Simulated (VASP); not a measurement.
Crystal: Ru.

```
Ru
1.0
     2.70595    0.00000    0.00000
    -1.35297    2.34342    0.00000
     0.00000    0.00000    4.25791
Ru
2
Cartesian
  0.0000 1.5623 1.0645
  1.3530 0.7811 3.1934
```

Base run:

| Quantity | Value |
| --- | --- |
| Program | VASP 6.6.1 |
| Functional | r2SCAN |
| Potentials or basis | VASP PAW PBE potentials, release 64 (Ru_pv) |
| Cutoff | 520 eV |
| k mesh | 13 × 13 × 8 |
| Occupations | gaussian, width 1 eV |
| Spin | no spin polarisation |

Its results: band gap on the k mesh zero (bands 14 and 15 overlap by 3.26 eV); pressure 5.7 GPa.

**Question.** The run is repeated on the same cell with these changes: occupations from gaussian, width 1 eV to fermi-dirac, width 1 eV. What comes out?

**Answer.** Band gap on the k mesh zero (bands 14 and 15 overlap by 3.25 eV); pressure 29.9 GPa.

Caveats: so wide a smearing shifts energies and pressures; the PAW data sets were made with another functional, which shifts forces and pressure a little; the cell stands under pressure (at least some runs); the stress differs along the axes, from 27 to 35 GPa (at least some runs).
